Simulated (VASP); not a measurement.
Write the native input for VASP 6.6.1 that does the following.

```
Task                   : single point
Functional             : PBE
Potentials or basis    : VASP PAW PBE potentials, release 64 (C)
Cutoff                 : 600 eV
k mesh                 : 12 × 12 × 12
Occupations            : gaussian, width 0.02 eV
Spin                   : no spin polarisation
Dipole correction      : no
Further INCAR settings : ALGO = Normal; EDIFF = 1e-06; NBANDS = 11
```

The structure of C lies in POSCAR:

```
C
1.0
    0.0000000000      1.7858130321      1.7858130321
    1.7858130321      0.0000000000      1.7858130321
    1.7858130321      1.7858130321      0.0000000000
C
2
Direct
    0.0000000000      0.0000000000      0.0000000000
    0.2500000000      0.2500000000      0.2500000000
```

One way to write it, as run:

INCAR

```
ALGO = Normal ; EDIFF = 1E-6
ENCUT = 600 ; GGA = PE
GGA_COMPAT = False ; ISIF = 2
ISMEAR = 0 ; LASPH = True
LCHARG = False ; LREAL = False
LWAVE = False ; NBANDS = 11
NELM = 120 ; PREC = Accurate
SIGMA = 0.02
```

KPOINTS

```
k-points
0
Gamma
  12 12 12
```

Potentials or basis: VASP PAW PBE potentials, release 64 (C).

The run is started by

```bash
$ cat potpaw_PBE.64/C/POTCAR > POTCAR
$ mpirun -np 1 vasp_std > vasp.out
```

It gave:

```
Pressure               : 0.0 GPa
Band gap on the k mesh : 4.14 eV, indirect (least direct gap 5.58 eV)
```

Run time: 13 s on 1 thread of Intel Xeon 8259CL, on a shared host, peak memory 0.12 GiB.
